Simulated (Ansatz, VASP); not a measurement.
One calculation of Ru, two programs

```
Ru
1.0
     2.71983    0.00000    0.00000
    -1.35991    2.35544    0.00000
     0.00000    0.00000    4.29676
Ru
2
Direct
  0.33333 0.66667 0.25000
  0.66667 0.33333 0.75000
```

Alike in both runs: functional PBE; k mesh 18 × 18 × 10; occupations gaussian, width 0.1 eV; no spin polarisation.

Ansatz relaxed the structure, and its values are those at the end. VASP's run is a single point on that final structure, the one shown.

|  | VASP | Ansatz |
| --- | --- | --- |
| version | VASP 6.6.1 | Ansatz 0.2.0 |
| potentials or method | VASP PAW PBE potentials, release 64 (Ru_pv), cutoff 500 eV | scalar-relativistic, plane waves, PAW |
| valence electrons in the cell | 28 | 32 |

|  | VASP | Ansatz | Ansatz less VASP |
| --- | --- | --- | --- |
| gap on the k mesh at the Fermi level (eV) | none | none | - |
| pressure (GPa) | 0.0 | 0.0 | +0.04 |

A gap of «none» marks a metal or a gap that the smearing closes. VASP's potentials hold 28 valence electrons a cell and Ansatz's 32, so a difference there can come from the potentials and not from the codes.
